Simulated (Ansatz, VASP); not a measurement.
MgO: VASP beside Ansatz

```
CELL_PARAMETERS angstrom
3.66070 0.00000 0.00000
-1.83035 3.17026 0.00000
0.00000 0.00000 3.96914
ATOMIC_POSITIONS crystal
Mg 0.66667 0.33333 0.75000
Mg 0.33333 0.66667 0.25000
O 0.66667 0.33333 0.25000
O 0.33333 0.66667 0.75000
```

Change from the starting cell: strain +0.050 along x and y, -0.050 along z, atoms carried along.

Alike in both runs: task single point; functional PBEsol; k mesh 9 × 9 × 6; occupations gaussian, width 0.05 eV; no spin polarisation.

```csv
,VASP,Ansatz
version,VASP 6.6.1,Ansatz 0.2.0
potentials or method,"VASP PAW PBE potentials, release 64 (Mg, O), cutoff 520 eV","scalar-relativistic, plane waves, PAW"
valence electrons in the cell,16,32
```

Ansatz gave:

```
gap on the k mesh at the Fermi level (eV)                     : 3.24
least direct gap on the mesh (eV)                             : 3.24
pressure (GPa)                                                : -1.3
traceless stress, the component that is largest in VASP (GPa) : 11.91
```

**Question.** Estimate VASP's values.

**Answer.** gap on the k mesh at the Fermi level (eV): 3.23; least direct gap on the mesh (eV): 3.23; pressure (GPa): -1.7; traceless stress, the component that is largest in VASP (GPa): 11.95.

VASP's potentials were made for PBE, not for PBEsol. The functional is the same, so the differences come from potentials, cutoffs and numerics. VASP's potentials hold 16 valence electrons a cell and Ansatz's 32, so a difference there can come from the potentials and not from the codes.
